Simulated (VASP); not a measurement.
The system is Cs.

```
Cs
1.0
    -2.75007    2.75007    4.09724
     2.75007   -2.75007    4.09724
     2.75007    2.75007   -4.09724
Cs
1
Direct
  0.00000 0.00000 0.00000
```

```yaml
Program: VASP 6.6.1
Task: relaxation of cell and atoms
Functional: PBEsol
Dispersion: D3(BJ)
Potentials_or_basis: VASP PAW PBE potentials, release 64 (Cs_sv)
Cutoff: 500 eV
k_mesh: 7 × 7 × 7
Occupations: methfessel-paxton, width 0.15 eV
Spin: no spin polarisation
```

At the start: pressure -0.4 GPa; volume 123.95 Å³/atom.

**Question.** Where does the relaxation end?

**Answer.** Over 9 steps the energy falls by 34.7 meV/atom and the volume is 98.79 Å³/atom (-20.3 %); space group I4/mmm (No. 139, to 0.1 Å) before, Fm-3m (No. 225, to 0.1 Å).

Step by step:
```
step  energy change (eV)  largest force (eV/Å)  pressure (GPa)  volume (Å³)
   1              0.0000                0.0000           -0.36       123.95
   2             -0.0107                0.0000           -0.32       118.98
   3             -0.0313                0.0000           -0.14       105.27
   4             -0.0029                0.0000            0.65        81.08
   5             -0.0343                0.0000           -0.02        99.67
   6             -0.0343                0.0000            0.00        98.68
   7             -0.0344                0.0000            0.00        98.70
   8             -0.0346                0.0000            0.01        98.74
   9             -0.0347                0.0000            0.00        98.79
```

Final structure:
```cif
data_structure
_symmetry_space_group_name_H-M 'P 1'
_symmetry_Int_Tables_number 1
_cell_length_a 5.1910
_cell_length_b 5.1910
_cell_length_c 5.1910
_cell_angle_alpha 120.078
_cell_angle_beta 120.078
_cell_angle_gamma 89.864
_cell_volume 98.79
loop_
_atom_site_label
_atom_site_type_symbol
_atom_site_fract_x
_atom_site_fract_y
_atom_site_fract_z
_atom_site_occupancy
Cs1 Cs 0.00000 0.00000 0.00000 1
```

Caveat: the volume moved by over 15 % at a fixed basis, so the end points are rough; the PAW data sets were made with another functional, which shifts forces and pressure a little.
